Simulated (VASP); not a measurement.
CdTe3:

```
Cd Te
1.0
     4.92925    0.00000    0.00000
     0.00000    4.92925    0.00000
     0.00000    0.00000    4.92925
Cd Te
1 3
Direct
  0.00000 0.00000 0.00000
  0.00000 0.50000 0.50000
  0.50000 0.00000 0.50000
  0.50000 0.50000 0.00000
```

| Property | Result |
| --- | --- |
| Program | VASP 6.6.1 |
| Task | relaxation of cell and atoms |
| Functional | PBE |
| Potentials or basis | VASP PAW PBE potentials, release 64 (Cd, Te) |
| Cutoff | 600 eV |
| k mesh | 10 × 10 × 10 |
| Occupations | gaussian, width 0.1 eV |
| Spin | no spin polarisation |

At the start: pressure -2.1 GPa; volume 29.94 Å³/atom.

Problem. How do energy, volume and symmetry change on relaxing?

Solution. Over 3 steps the energy falls by 10.4 meV/atom and the volume is 28.43 Å³/atom (-5.0 %); space group Pm-3m (No. 221, to 0.05 Å).

Step by step:
```csv
step,energy change (eV),largest force (eV/Å),pressure (GPa),volume (Å³)
1,0.0000,0.0000,-2.11,119.77
2,-0.0412,0.0000,0.29,113.05
3,-0.0418,0.0000,-0.01,113.74
```

Final structure:
```
Cd Te
1.0
     4.84507    0.00000    0.00000
     0.00000    4.84507    0.00000
     0.00000    0.00000    4.84507
Cd Te
1 3
Direct
  0.00000 0.00000 0.00000
  0.00000 0.50000 0.50000
  0.50000 0.00000 0.50000
  0.50000 0.50000 0.00000
```
